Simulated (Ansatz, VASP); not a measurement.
## CaO: VASP beside Ansatz

```
Ca O
1.0
     4.08166    0.00000    0.00000
    -2.04083    3.53482    0.00000
     0.00000    0.00000    4.90445
Ca O
2 2
Direct
  0.33333 0.66667 0.93750
  0.66667 0.33333 0.43750
  0.33333 0.66667 0.43750
  0.66667 0.33333 0.93750
```

Alike in both runs: task single point; functional PBE; k mesh 6 × 6 × 4; no spin polarisation.

|  | VASP | Ansatz |
| --- | --- | --- |
| version | VASP 6.6.1 | Ansatz 0.2.0 |
| potentials or method | VASP PAW PBE potentials, release 64 (Ca_sv, O) | plane waves, PAW |
| plane-wave cutoff (eV) | 520 | 420 |
| occupations | gaussian, width 0.01 eV | fixed |
| valence electrons in the cell | 32 | 32 |

|  | VASP | Ansatz | Ansatz less VASP |
| --- | --- | --- | --- |
| gap on the k mesh at the Fermi level (eV) | 2.92 | 2.94 | +0.012 |
| pressure (GPa) | -4.1 | -4.4 | -0.36 |
| traceless stress, the component that is largest in VASP (GPa) | -0.34 | -0.34 | -0.005 |

Ansatz's warnings: structure snapped to symmetry.
